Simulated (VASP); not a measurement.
# Mg2BeSeO2 (P-4m2) in VASP: a series of runs

Runs on Mg2BeSeO2. Level: PBE. Tasks: single point.

Program: VASP 6.6.1. These are calculated values, not measurements. Logs are shortened: lines on timing, memory, paths and dates and some standing lists are left out, and cuts for length are marked.

### Step 1. The cell of the first run

The structure is tetragonal, space group P-4m2 (No. 115). Conventional cell: a = 3.066 Å, b = 3.066 Å, c = 10.033 Å, α = 90.00°, β = 90.00°, γ = 90.00°. Within 2.8 Å of Mg (site symmetry 2mm) lie 5 O at 2.10 to 2.17 Å. Be (site symmetry -4m2) has 4 Se at 2.17 Å within 2.9 Å. Within 2.9 Å of Se (site symmetry -4m2) lie 4 Be at 2.17 Å. Within 2.8 Å of O (site symmetry 2mm) lie 5 Mg at 2.10 to 2.17 Å.

### Step 2. Single point, PBE

Input file INCAR:

```
PREC = Accurate
ENCUT = 520
EDIFF = 1E-7
ISMEAR = 0
SIGMA = 0.1
LREAL = F
LASPH = T
NELM = 80
ALGO = Normal
ISIF = 2
LWAVE = F
LCHARG = F
GGA = PE
NBANDS = 21
```

Input file KPOINTS:

```
regular mesh
0
Gamma
  12 12 4
```

Input file POSCAR:

```
Mg2BeSeO2
1.0
    3.0655727447      0.0000000000      0.0000000000
    0.0000000000      3.0655727447      0.0000000000
    0.0000000000      0.0000000000     10.0327624450
Mg Be Se O
2 1 1 2
Direct
    0.5000000000      0.0000000000      0.6016932622
    0.0000000000      0.5000000000      0.3983067378
    0.5000000000      0.5000000000      0.0000000000
    0.0000000000      0.0000000000      0.0000000000
    0.5000000000      0.0000000000      0.3923646849
    0.0000000000      0.5000000000      0.6076353151
```

Potentials or basis: VASP PAW PBE potentials, release 64 (Mg, Be, Se, O).

Launch:

```sh
cat potpaw_PBE.64/Mg/POTCAR potpaw_PBE.64/Be/POTCAR potpaw_PBE.64/Se/POTCAR potpaw_PBE.64/O/POTCAR > POTCAR
mpirun -np 1 vasp_std > vasp.out
```

OUTCAR:

```text
PREC = Accurate
   ENCUT = 520
   EDIFF = 1E-7
   ISMEAR = 0
   LREAL = F
   LASPH = T
   NELM = 80
   ISIF = 2
   GGA = PE

 ion  position               nearest neighbor table
   1  0.500  0.000  0.602-   5 2.10   6 2.17   6 2.17   6 2.17   6 2.17   2 2.98   2 2.98   2 2.98
                             2 2.98
   2  0.000  0.500  0.398-   6 2.10   5 2.17   5 2.17   5 2.17   5 2.17   1 2.98   1 2.98   1 2.98
                             1 2.98
   3  0.500  0.500  0.000-   4 2.17   4 2.17   4 2.17   4 2.17
   4  0.000  0.000  0.000-   3 2.17   3 2.17   3 2.17   3 2.17
   5  0.500  0.000  0.392-   1 2.10   2 2.17   2 2.17   2 2.17   2 2.17
   6  0.000  0.500  0.608-   2 2.10   1 2.17   1 2.17   1 2.17   1 2.17

  LATTYP: Found a simple tetragonal cell.
 ALAT       =     3.0655727447
 C/A-ratio  =     3.2727203953

  Lattice vectors:

 A1 = (   3.0655727447,   0.0000000000,   0.0000000000)
 A2 = (   0.0000000000,   3.0655727447,   0.0000000000)
 A3 = (   0.0000000000,   0.0000000000,  10.0327624450)

Analysis of symmetry for initial positions (statically):
=====================================================================
 Subroutine PRICEL returns:
 Original cell was already a primitive cell.

 Routine SETGRP: Setting up the symmetry group for a
 simple tetragonal supercell.

 Subroutine GETGRP returns: Found  8 space group operations
 (whereof  8 operations were pure point group operations)
 out of a pool of 16 trial point group operations.

The static configuration has the point symmetry D_2d.

Analysis of symmetry for dynamics (positions and initial velocities):
=====================================================================
 Subroutine PRICEL returns:
 Original cell was already a primitive cell.

 Routine SETGRP: Setting up the symmetry group for a
 simple tetragonal supercell.

 Subroutine GETGRP returns: Found  8 space group operations
 (whereof  8 operations were pure point group operations)
 out of a pool of 16 trial point group operations.

The dynamic configuration has the point symmetry D_2d.

 Subroutine INISYM returns: Found  8 space group operations
 (whereof  8 operations are pure point group operations),
 and found     1 'primitive' translations

----------------------------------------------------------------------------------------

                                     Primitive cell

  volume of cell :      94.2853

  direct lattice vectors                    reciprocal lattice vectors
     3.065572745  0.000000000  0.000000000     0.326203318  0.000000000  0.000000000
     0.000000000  3.065572745  0.000000000     0.000000000  0.326203318  0.000000000
     0.000000000  0.000000000 10.032762445     0.000000000  0.000000000  0.099673445

  length of vectors
     3.065572745  3.065572745 10.032762445     0.326203318  0.326203318  0.099673445

  position of ions in fractional coordinates (direct lattice)
     0.500000000  0.000000000  0.601693262
     0.000000000  0.500000000  0.398306738
     0.500000000  0.500000000  0.000000000
     0.000000000  0.000000000  0.000000000
     0.500000000  0.000000000  0.392364685
     0.000000000  0.500000000  0.607635315

  ion indices of the primitive-cell ions
   primitive index   ion index
                 1           1
                 2           2
                 3           3
                 4           4
                 5           5
                 6           6

----------------------------------------------------------------------------------------

 KPOINTS: regular mesh

Automatic generation of k-mesh.
 Grid dimensions read from file:
 generate k-points for:   12   12    4

 Generating k-lattice:

  Cartesian coordinates                     Fractional coordinates (reciprocal lattice)
     0.027183610  0.000000000  0.000000000     0.083333333  0.000000000  0.000000000
     0.000000000  0.027183610  0.000000000     0.000000000  0.083333333  0.000000000
     0.000000000  0.000000000  0.024918361     0.000000000  0.000000000  0.250000000

  Length of vectors
     0.027183610  0.027183610  0.024918361

  Shift w.r.t. Gamma in fractional coordinates (k-lattice)
     0.000000000  0.000000000  0.000000000

 Subroutine IBZKPT returns following result:
 ===========================================

 Found     84 irreducible k-points:

 Following reciprocal coordinates:
            Coordinates               Weight
  0.000000  0.000000  0.000000      1.000000
  0.083333  0.000000  0.000000      4.000000
  0.166667  0.000000  0.000000      4.000000
  0.250000  0.000000  0.000000      4.000000
  0.333333  0.000000  0.000000      4.000000
  0.416667  0.000000  0.000000      4.000000
[... 16 lines left out ...]
  0.333333  0.333333  0.000000      4.000000
  0.416667  0.333333  0.000000      8.000000
 [... further k-points ...]
   k-points           NKPTS =     84   k-points in BZ     NKDIM =     84   number of bands    NBANDS=     21
   number of dos      NEDOS =    301   number of ions     NIONS =      6
   total plane-waves  NPLWV =  46080
   dimension x,y,z NGX =    24 NGY =   24 NGZ =   80
   dimension x,y,z NGXF=    48 NGYF=   48 NGZF=  160
   ions per type =               2   1   1   2
   NGX,Y,Z   is equivalent  to a cutoff of  13.02, 13.02, 13.26 a.u.
   NGXF,Y,Z  is equivalent  to a cutoff of  26.03, 26.03, 26.51 a.u.
 SYSTEM =  unknown system
   PREC   = accura    normal or accurate (medium, high low for compatibility)
   ISTART =      0    job   : 0-new  1-cont  2-samecut
   ICHARG =      2    charge: 1-file 2-atom 10-const
   ISPIN  =      1    spin polarized calculation?
   LNONCOLLINEAR =      F non collinear calculations
   LSORBIT =      F    spin-orbit coupling
   LASPH  =      T    aspherical Exc in radial PAW
   ENCUT  =  520.0 eV  38.22 Ry    6.18 a.u.   5.70  5.70 18.65*2*pi/ulx,y,z
   NELM   =     80;   NELMIN=  2; NELMDL= -5     # of ELM steps
   EDIFF  = 0.1E-06   stopping-criterion for ELM
   LREAL  =      F    real-space projection
   EDIFFG = 0.1E-05   stopping-criterion for IOM
   NSW    =      0    number of steps for IOM
   IBRION =     -1    ionic relax: 0-MD 1-quasi-New 2-CG
   NFREE  =      0    steps in history (QN), initial steepest desc. (CG)
   ISIF   =      2    stress and relaxation
   ISYM   =      2    0-nonsym 1-usesym 2-fastsym
   POTIM  = 0.5000    time-step for ionic-motion
   TEBEG  =    0.0;   TEEND  =   0.0 temperature during run
   PSTRESS=    0.0 pullay stress
   NELECT =      24.0000    total number of electrons
   NUPDOWN=      -1.0000    fix difference up-down
   EMIN   =  10.00;   EMAX   =-10.00  energy-range for DOS
   EFERMI =   0.00;   METHOD = LEGACY
   ISMEAR =     0;   SIGMA  =   0.10  broadening in eV -4-tet -1-fermi 0-gaus
   EFERMI_NEDOS =   21; number of points for ismear=-14 and -15
   IALGO  =     38    algorithm
   IMIX   =      4    mixing-type and parameters
     AMIX     =   0.40;   BMIX     =  1.00
     AMIX_MAG =   1.60;   BMIX_MAG =  1.00
  volume/ion in A,a.u.               =      15.71       106.04
  Fermi-wavevector in a.u.,A,eV,Ry     =   1.037522  1.960632 14.646017  1.076452
  Thomas-Fermi vector in A             =   2.171964
   LORBIT       =      0    0 simple, 1 ext, 2 COOP (PROOUT), +10 PAW based schemes
   GGA     = PE    functional components
   LHFCALC =     F    Hartree Fock is set to
   AEXX    =    0.0000 exact exchange contribution
   IVDW    =     0    specifies the selected vdW correction
   LEPSILON=     F    determine dielectric tensor
   LRPA    =     F    only Hartree local field effects (RPA)
 non-spin polarized calculation
 Gauss-broadening in eV      SIGMA  =   0.10
  energy-cutoff  :      520.00
  volume of cell :       94.29
 maximum number of plane-waves:      2562
 NGX is ok and might be reduce to    24
   NGX = 11   NGY = 11   NGZ = 37

 number of electron      24.0000010 magnetization

 Free energy of the ion-electron system (eV)
  ---------------------------------------------------
  ext. energy  EPLUGINS =         0.00000000
  ---------------------------------------------------
  free energy    TOTEN  =       -29.59789957 eV

  energy without entropy =      -29.59654423  energy(sigma->0) =      -29.59722190

 E-fermi :   2.3532     XC(G=0):  -8.7745

 val. band max:        2.1741127917   @ k =   0.5000   0.4167   0.5000
 cond. band min:       2.3989960019   @ k =   0.4167   0.4167   0.0000
 fundamental gap:      0.2248832102
 Fermi energy:         2.3532205225

 k-point     1 :       0.0000    0.0000    0.0000
  band No.  band energies     occupation
      1     -14.9030      2.00000
      2     -14.1674      2.00000
      3     -13.0292      2.00000
      4      -2.5159      2.00000
      5      -1.1894      2.00000
      6       0.3032      2.00000
[... 13 lines left out ...]
     20      11.8653      0.00000
     21      12.9421      0.00000

 k-point     2 :       0.0833    0.0000    0.0000
  band No.  band energies     occupation
      1     -14.8664      2.00000
      2     -14.1516      2.00000
      3     -12.9562      2.00000
      4      -2.4216      2.00000
      5      -1.1568      2.00000
      6      -0.3112      2.00000
[... 13 lines left out ...]
     20      11.9879      0.00000
     21      12.8187      0.00000

 k-point     3 :       0.1667    0.0000    0.0000
  band No.  band energies     occupation
      1     -14.7623      2.00000
      2     -14.1102      2.00000
      3     -12.7444      2.00000
      4      -2.1474      2.00000
      5      -1.6397      2.00000
      6      -1.0823      2.00000
[... 13 lines left out ...]
     20      11.7367      0.00000
     21      12.3570      0.00000
[... 457 lines left out ...]
 k-point    23 :       0.3333    0.3333    0.0000
  band No.  band energies     occupation
      1     -14.1009      2.00000
      2     -13.8931      2.00000
      3     -10.8738      2.00000
      4      -3.7883      2.00000
      5      -3.1260      2.00000
      6      -1.5092      2.00000
[... 13 lines left out ...]
     20      12.1270      0.00000
     21      12.5079      0.00000

 k-point    24 :       0.4167    0.3333    0.0000
  band No.  band energies     occupation
      1     -13.9920      2.00000
      2     -13.8830      2.00000
      3     -10.4540      2.00000
      4      -4.5067      2.00000
      5      -3.1466      2.00000
      6      -1.6352      2.00000
[... 13 lines left out ...]
     20      11.6378      0.00000
     21      11.8752      0.00000

 [... further k-points ...]

------------------------ aborting loop because EDIFF is reached ----------------------------------------

  FORCE on cell =-STRESS in cart. coord.  units (eV):
  Direction    XX          YY          ZZ          XY          YZ          ZX
  --------------------------------------------------------------------------------------
  -------------------------------------------------------------------------------------
  Total       -0.1094661     -0.1094661     -0.0537740      0.0000000      0.0000000      0.0000000
  in kB       -1.8601433     -1.8601433     -0.9137751      0.0000000      0.0000000      0.0000000
  external PRESSURE =      -1.5446872 kB  Pullay stress =       0.0000000 kB

 VOLUME and BASIS-vectors are now :
 -----------------------------------------------------------------------------
  energy-cutoff  :      520.00
  volume of cell :       94.29
      direct lattice vectors                 reciprocal lattice vectors
     3.065572745  0.000000000  0.000000000     0.326203318  0.000000000  0.000000000
     0.000000000  3.065572745  0.000000000     0.000000000  0.326203318  0.000000000
     0.000000000  0.000000000 10.032762445     0.000000000  0.000000000  0.099673445

 POSITION                                       TOTAL-FORCE (eV/Angst)
 -----------------------------------------------------------------------------------
      1.53279      0.00000      6.03665         0.000000      0.000000     -0.020036
      0.00000      1.53279      3.99612         0.000000      0.000000      0.020036
      1.53279      1.53279      0.00000         0.000000     -0.000000      0.000000
      0.00000      0.00000      0.00000        -0.000000      0.000000      0.000000
      1.53279      0.00000      3.93650         0.000000      0.000000     -0.008057
      0.00000      1.53279      6.09626        -0.000000      0.000000      0.008057
 -----------------------------------------------------------------------------------
    total drift:                                0.000000      0.000000      0.000000

  FREE ENERGIE OF THE ION-ELECTRON SYSTEM (eV)
  ---------------------------------------------------
  free  energy   TOTEN  =       -29.5978995666 eV

  energy  without entropy=      -29.5965442293  energy(sigma->0) =      -29.59722190
```

Run time: 76 s. Hardware: 1 thread of Intel Xeon Platinum 8559C (Emerald Rapids), shared host; peak memory 0.32 GiB.

What came out:

```yaml
Free_energy: -29.5979 eV
Pressure: -0.2 GPa
Largest_force: 0.020 eV/Å
Band_gap_on_the_k_mesh: zero (band 12 reaches 2.89 eV, above the bottom of band 13 at 1.95 eV)
```

Forces on the atoms (eV/Å):
```
Mg   0.000  0.000 -0.020
Mg   0.000  0.000  0.020
Be   0.000  0.000  0.000
Se   0.000  0.000  0.000
O    0.000  0.000 -0.008
O    0.000  0.000  0.008
```

Stress tensor (GPa, compression positive):
```
-0.19  0.00  0.00
 0.00 -0.19  0.00
 0.00  0.00 -0.09
```

[end of part 1 of 2]
